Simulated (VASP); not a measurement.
Input of a VASP 6.6.1 run:

Contents of INCAR:

```
SYSTEM = C
ALGO = Normal ; EDIFF = 1E-6
ENCUT = 1300 ; GGA = PS
GGA_COMPAT = .False. ; ISIF = 2
ISMEAR = 0 ; LASPH = .True.
LCHARG = .False. ; LREAL = Auto
LWAVE = .False. ; NBANDS = 46
NELM = 120 ; PREC = Accurate
SIGMA = 0.02
```

File KPOINTS:

```
k-points
0
Gamma
  12 12 2
  0 0 0
```

Contents of POSCAR:

```
C
1.0
    2.5020797648      0.0000000000      0.0000000000
   -1.2510398824      2.1668646386      0.0000000000
    0.0000000000      0.0000000000     16.5865956475
C
16
Direct
    0.0000000000      0.0000000000     -0.0005138208
    0.0000000000      0.0000000000      0.0934144249
    0.3333333333      0.6666666667      0.1249115630
    0.3333333333      0.6666666667      0.2188384370
    0.0000000000      0.0000000000      0.2503355751
    0.0000000000      0.0000000000      0.3442638208
    0.3333333333      0.6666666667      0.3757345719
    0.3333333333      0.6666666667      0.4697543757
    0.0000000000      0.0000000000      0.5009885655
    0.0000000000      0.0000000000      0.5936114320
    0.6666666667      0.3333333333      0.6248136006
    0.6666666667      0.3333333333      0.7189363994
    0.0000000000      0.0000000000      0.7501385680
    0.0000000000      0.0000000000      0.8427614345
    0.3333333333      0.6666666667      0.8739956243
    0.3333333333      0.6666666667      0.9680154281
```

Potentials or basis: VASP PAW PBE potentials, release 64 (C_h).

Run with:

```console
$ cat potpaw_PBE.64/C_h/POTCAR > POTCAR
$ mpirun -np 1 vasp_std > vasp.out
```

(1) What does it give for the largest force?

(2) What does it give for the pressure?

Results:

(1) 0.006 eV/Å.

(2) 0.1 GPa.

Caveat: the PAW data sets were made with another functional, which shifts forces and pressure a little.
